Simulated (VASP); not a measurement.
Here is a VASP 6.6.1 calculation.

INCAR

```
SYSTEM = BiTe2N
  ALGO = Normal
  EDIFF = 1E-7
  EDIFFG = -0.04
  ENCUT = 600
  GGA = PE
  IBRION = 2
  ISIF = 3
  ISMEAR = 0
  LASPH = .True.
  LCHARG = .False.
  LREAL = .False.
  LWAVE = .False.
  NELM = 60
  NSW = 90
  PREC = Accurate
  SIGMA = 0.1
```

The input KPOINTS:

```
k-points
0
Gamma
  4 4 4
  0 0 0
```

The input POSCAR:

```
BiTe2N
1.0
   -3.1184057800      3.1184057800      3.4267037000
    3.1184057800     -3.1184057800      3.4267037000
    3.1184057800      3.1184057800     -3.4267037000
Bi Te N
1 2 1
Direct
    0.5000000000      0.5000000000      0.0000000000
    0.7500000000      0.2500000000      0.5000000000
    0.2500000000      0.7500000000      0.5000000000
    0.0000000000      0.0000000000      0.0000000000
```

Potentials or basis: VASP PAW PBE potentials, release 64 (Bi_d, Te, N).

Command:

```console
$ cat potpaw_PBE.64/Bi_d/POTCAR potpaw_PBE.64/Te/POTCAR potpaw_PBE.64/N/POTCAR > POTCAR
$ mpirun -np 1 vasp_std > vasp.out
```

Problem. Predict the band gap on the k mesh.

Solution. Zero (band 16 reaches 7.31 eV, above the bottom of band 17 at 5.70 eV).

Problem. What does it give for the relaxed volume?

Solution. 25.00 Å³/atom.

Final structure:
```yaml
crystal:
  lattice:
    - [-2.92545, 2.92545, 2.92100]
    - [2.92545, -2.92545, 2.92100]
    - [2.92545, 2.92545, -2.92100]
  atoms:
    - { symbol: Bi, position: [0.50000, 0.50000, 0.00000] }
    - { symbol: Te, position: [0.75000, 0.25000, 0.50000] }
    - { symbol: Te, position: [0.25000, 0.75000, 0.50000] }
    - { symbol: N, position: [0.00000, 0.00000, 0.00000] }
```

Caveat: the volume moved by over 15 % at a fixed basis, so the end points are rough; spin-orbit coupling is left out, which moves the levels of the heavy elements.
